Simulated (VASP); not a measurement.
# CdSe (Cadmoselite) (P6_3mc) in VASP: a series of runs

Runs on CdSe (Cadmoselite). Level: PBEsol. Tasks: single point, relaxation of cell and atoms.

Program: VASP 6.6.1. These are calculated values, not measurements. Logs are shortened: lines on timing, memory, paths and dates and some standing lists are left out, and cuts for length are marked.

**1. The cell of the first run**

Symmetry: P6_3mc, No. 186, hexagonal system. The conventional cell has a = 4.302 Å, b = 4.302 Å, c = 7.022 Å, α = 90.00°, β = 90.00°, γ = 120.00°. Within 3.5 Å of Cd (site symmetry 3m) lie 4 Se at 2.63 to 2.64 Å. Se (site symmetry 3m) has 4 Cd at 2.63 to 2.64 Å within 3.5 Å.

**2. Single point, PBEsol**

INCAR reads:

```
PREC     = Accurate       # precision mode
ENCUT    = 520            # plane-wave cutoff, eV
EDIFF    = 1E-6           # SCF threshold, eV
ISMEAR   = 0              # smearing method
SIGMA    = 0.02           # smearing width, eV
LREAL    = False          # projectors in reciprocal space
LASPH    = True           # aspherical terms in the spheres
NELM     = 100            # most SCF steps
ALGO     = Normal         # electronic algorithm
ISIF     = 2              # what is computed and relaxed
LWAVE    = False          # write WAVECAR
LCHARG   = False          # write CHGCAR
GGA      = PS             # functional
NBANDS   = 26             # bands
```

KPOINTS reads:

```
Automatic mesh
0
Gamma
  9 9 6
```

POSCAR reads:

```
CdSe
1.0
    4.3018291114      0.0000000000      0.0000000000
   -2.1509145557      3.7254932932      0.0000000000
    0.0000000000      0.0000000000      7.0216429653
Cd Se
2 2
Direct
    0.3333333333      0.6666666667      0.0046679748
    0.6666666667      0.3333333333      0.5046679748
    0.3333333333      0.6666666667      0.3803320252
    0.6666666667      0.3333333333      0.8803320252
```

Potentials or basis: VASP PAW PBE potentials, release 64 (Cd, Se).

The run is started by

```console
$ cat potpaw_PBE.64/Cd/POTCAR potpaw_PBE.64/Se/POTCAR > POTCAR
$ mpirun -np 1 vasp_std > vasp.out
```

OUTCAR:

```text
PREC = Accurate
   ENCUT = 520
   EDIFF = 1E-6
   ISMEAR = 0
   LREAL = False
   LASPH = True
   NELM = 100
   ISIF = 2
   GGA = PS

 ion  position               nearest neighbor table
   1  0.333  0.667  0.005-   4 2.63   4 2.63   4 2.63   3 2.64
   2  0.667  0.333  0.505-   3 2.63   3 2.63   3 2.63   4 2.64
   3  0.333  0.667  0.380-   2 2.63   2 2.63   2 2.63   1 2.64
   4  0.667  0.333  0.880-   1 2.63   1 2.63   1 2.63   2 2.64

  LATTYP: Found a hexagonal cell.
 ALAT       =     4.3018291114
 C/A-ratio  =     1.6322459083

  Lattice vectors:

 A1 = (   4.3018291114,   0.0000000000,   0.0000000000)
 A2 = (  -2.1509145557,   3.7254932932,   0.0000000000)
 A3 = (   0.0000000000,   0.0000000000,   7.0216429653)

Analysis of symmetry for initial positions (statically):
=====================================================================
 Subroutine PRICEL returns:
 Original cell was already a primitive cell.

 Routine SETGRP: Setting up the symmetry group for a
 hexagonal supercell.

 Subroutine GETGRP returns: Found 12 space group operations
 (whereof  6 operations were pure point group operations)
 out of a pool of 24 trial point group operations.

The static configuration has the point symmetry C_3v.
 The point group associated with its full space group is C_6v.

Analysis of symmetry for dynamics (positions and initial velocities):
=====================================================================
 Subroutine PRICEL returns:
 Original cell was already a primitive cell.

 Routine SETGRP: Setting up the symmetry group for a
 hexagonal supercell.

 Subroutine GETGRP returns: Found 12 space group operations
 (whereof  6 operations were pure point group operations)
 out of a pool of 24 trial point group operations.

The dynamic configuration has the point symmetry C_3v.
 The point group associated with its full space group is C_6v.

 Subroutine INISYM returns: Found 12 space group operations
 (whereof  6 operations are pure point group operations),
 and found     1 'primitive' translations

----------------------------------------------------------------------------------------

                                     Primitive cell

  volume of cell :     112.5319
[... 83 lines left out ...]
 SYSTEM =  unknown system
   PREC   = accura    normal or accurate (medium, high low for compatibility)
   ISTART =      0    job   : 0-new  1-cont  2-samecut
   ICHARG =      2    charge: 1-file 2-atom 10-const
   ISPIN  =      1    spin polarized calculation?
   LNONCOLLINEAR =      F non collinear calculations
   LSORBIT =      F    spin-orbit coupling
   LASPH  =      T    aspherical Exc in radial PAW
   ENCUT  =  520.0 eV  38.22 Ry    6.18 a.u.   8.00  8.00 13.06*2*pi/ulx,y,z
   NELM   =    100;   NELMIN=  2; NELMDL= -5     # of ELM steps
   EDIFF  = 0.1E-05   stopping-criterion for ELM
   LREAL  =      F    real-space projection
   EDIFFG = 0.1E-04   stopping-criterion for IOM
   NSW    =      0    number of steps for IOM
   IBRION =     -1    ionic relax: 0-MD 1-quasi-New 2-CG
   NFREE  =      0    steps in history (QN), initial steepest desc. (CG)
   ISIF   =      2    stress and relaxation
   ISYM   =      2    0-nonsym 1-usesym 2-fastsym
   POTIM  = 0.5000    time-step for ionic-motion
   TEBEG  =    0.0;   TEEND  =   0.0 temperature during run
   PSTRESS=    0.0 pullay stress
   NELECT =      36.0000    total number of electrons
   NUPDOWN=      -1.0000    fix difference up-down
   EMIN   =  10.00;   EMAX   =-10.00  energy-range for DOS
   EFERMI =   0.00;   METHOD = LEGACY
   ISMEAR =     0;   SIGMA  =   0.02  broadening in eV -4-tet -1-fermi 0-gaus
   EFERMI_NEDOS =   21; number of points for ismear=-14 and -15
   IALGO  =     38    algorithm
   IMIX   =      4    mixing-type and parameters
     AMIX     =   0.40;   BMIX     =  1.00
     AMIX_MAG =   1.60;   BMIX_MAG =  1.00
  volume/ion in A,a.u.               =      28.13       189.85
  Fermi-wavevector in a.u.,A,eV,Ry     =   1.119654  2.115839 17.056600  1.253625
  Thomas-Fermi vector in A             =   2.256294
   LORBIT       =      0    0 simple, 1 ext, 2 COOP (PROOUT), +10 PAW based schemes
   GGA     = PS    functional components
   LHFCALC =     F    Hartree Fock is set to
   AEXX    =    0.0000 exact exchange contribution
   IVDW    =     0    specifies the selected vdW correction
   LEPSILON=     F    determine dielectric tensor
   LRPA    =     F    only Hartree local field effects (RPA)
 non-spin polarized calculation
 Gauss-broadening in eV      SIGMA  =   0.02
  energy-cutoff  :      520.00
  volume of cell :      112.53
 maximum number of plane-waves:      3050
 NGX is ok and might be reduce to    32
   NGX = 15   NGY = 15   NGZ = 27

 number of electron      35.9999992 magnetization

 Free energy of the ion-electron system (eV)
  ---------------------------------------------------
  ext. energy  EPLUGINS =         0.00000000
  ---------------------------------------------------
  free energy    TOTEN  =       -12.35195222 eV

  energy without entropy =      -12.35195222  energy(sigma->0) =      -12.35195222

 E-fermi :   0.9193     XC(G=0):  -9.0908

 val. band max:        0.8159677614   @ k =   0.0000   0.0000   0.0000
 cond. band min:       1.3558303700   @ k =   0.0000   0.0000   0.0000
 fundamental gap:      0.5398626086
 Fermi energy:         0.9192769762

 k-point     1 :       0.0000    0.0000    0.0000
  band No.  band energies     occupation
      1     -11.8151      2.00000
      2     -11.4300      2.00000
      3      -7.0912      2.00000
      4      -7.0840      2.00000
      5      -7.0840      2.00000
      6      -7.0155      2.00000
[... 685 lines left out ...]
     25       9.0679      0.00000
     26       9.0679      0.00000

 [... further k-points ...]
[... 5 lines left out ...]
  --------------------------------------------------------------------------------------
  -------------------------------------------------------------------------------------
  Total        0.2342221      0.2342221      0.2383987      0.0000000      0.0000000      0.0000000
  in kB        3.3347464      3.3347464      3.3942102      0.0000000      0.0000000      0.0000000
  external PRESSURE =       3.3545677 kB  Pullay stress =       0.0000000 kB

 VOLUME and BASIS-vectors are now :
 -----------------------------------------------------------------------------
  energy-cutoff  :      520.00
  volume of cell :      112.53
      direct lattice vectors                 reciprocal lattice vectors
     4.301829111  0.000000000  0.000000000     0.232459257  0.134210415  0.000000000
    -2.150914556  3.725493293  0.000000000     0.000000000  0.268420829  0.000000000
     0.000000000  0.000000000  7.021642965     0.000000000  0.000000000  0.142416811

 POSITION                                       TOTAL-FORCE (eV/Angst)
 -----------------------------------------------------------------------------------
     -0.00000      2.48366      0.03278        -0.000000      0.000000      0.000242
      2.15091      1.24183      3.54360         0.000000     -0.000000      0.000242
     -0.00000      2.48366      2.67056        -0.000000     -0.000000     -0.000242
      2.15091      1.24183      6.18138         0.000000      0.000000     -0.000242
 -----------------------------------------------------------------------------------
    total drift:                               -0.000000     -0.000000      0.000165

  FREE ENERGIE OF THE ION-ELECTRON SYSTEM (eV)
  ---------------------------------------------------
  free  energy   TOTEN  =       -12.3519522235 eV

  energy  without entropy=      -12.3519522235  energy(sigma->0) =      -12.35195222
```

Run time: 78 s. Hardware: 1 thread of Intel Xeon Platinum 8375C at 2.90GHz (Ice Lake), shared host; peak memory 0.3 GiB.

Results:

| Item | Value |
| --- | --- |
| Free energy | -12.3520 eV |
| Pressure | 0.3 GPa |
| Band gap on the k mesh | 0.54 eV, direct |

Caveat: the PAW data sets were made with another functional, which shifts forces and pressure a little. Expect the measured gap to be larger: semilocal functionals such as PBEsol lack the derivative discontinuity.

**3. Relaxation of cell and atoms, PBEsol**

This run uses another cell than the first one, of 29.76 Å³/atom, 1.058 times its volume.

INCAR reads:

```
ALGO = Normal
EDIFF = 1E-6
EDIFFG = -0.005
ENCUT = 600
GGA = PS
IBRION = 2
ISIF = 3
ISMEAR = 0
LASPH = True
LCHARG = False
LREAL = False
LWAVE = False
NELM = 100
NSW = 70
PREC = Accurate
SIGMA = 0.02
```

KPOINTS reads:

```
k-points
0
Gamma
  9 9 6
```

POSCAR reads:

```
CdSe
1.0
    4.3825548650      0.0000000000      0.0000000000
   -2.1912774325      3.7954038465      0.0000000000
    0.0000000000      0.0000000000      7.1556282907
Cd Se
2 2
Direct
    0.3333333333      0.6666666667      0.0046130453
    0.6666666667      0.3333333333      0.5046130453
    0.3333333333      0.6666666667      0.3803869547
    0.6666666667      0.3333333333      0.8803869547
```

Potentials or basis: VASP PAW PBE potentials, release 64 (Cd, Se).

The run is started by

```console
$ cat potpaw_PBE.64/Cd/POTCAR potpaw_PBE.64/Se/POTCAR > POTCAR
$ mpirun -np 1 vasp_std > vasp.out
```

Run time: 3.6 min. Hardware: 1 thread of Intel Xeon Platinum 8375C at 2.90GHz (Ice Lake), shared host; peak memory 0.37 GiB.

The run converged. Its results:

```
Free energy                            : -12.3546 eV
Relaxed volume                         : 28.29 Å³/atom
Relaxed cell                           : a = 4.310 Å, b = 4.310 Å, c = 7.035 Å, α = 90.00°, β = 90.00°, γ = 120.00°
Space group after relaxing (to 0.05 Å) : P6_3mc (No. 186)
Energy gained by relaxing              : 11.2 meV/atom
Ionic steps                            : 3
Pressure after relaxing                : 0.0 GPa
Largest force after relaxing           : 0.004 eV/Å
Band gap on the k mesh                 : 0.53 eV, direct
```

Forces on the atoms (eV/Å):
```
Cd   0.000  0.000  0.004
Cd   0.000  0.000  0.004
Se   0.000  0.000 -0.004
Se   0.000  0.000 -0.004
```

The path:
| step | energy change (eV) | largest force (eV/Å) | pressure (GPa) | volume (Å³) |
| --- | --- | --- | --- | --- |
| 1 | 0.0000 | 0.0005 | -2.33 | 119.02 |
| 2 | -0.0417 | 0.0046 | 0.68 | 111.73 |
| 3 | -0.0447 | 0.0036 | 0.00 | 113.15 |

Final structure:
```
Cd Se
1.0
     4.30969    0.00000    0.00000
    -2.15485    3.73230    0.00000
     0.00000    0.00000    7.03467
Cd Se
2 2
Direct
  0.33333 0.66667 0.00461
  0.66667 0.33333 0.50461
  0.33333 0.66667 0.38039
  0.66667 0.33333 0.88039
```

Levels at points of the mesh, in eV from the valence-band top:
```
           k point  band 14  band 15  band 16  band 17  band 18  band 19  band 20  band 21  band 22
(0.00, 0.00, 0.00)    -0.77    -0.77    -0.05     0.00     0.00     0.53     2.09     5.78     5.78
(0.00, 0.00, 0.50)    -2.70    -0.40    -0.40    -0.40    -0.40     2.27     2.27     5.74     5.74
```

Caveat: the PAW data sets were made with another functional, which shifts forces and pressure a little.
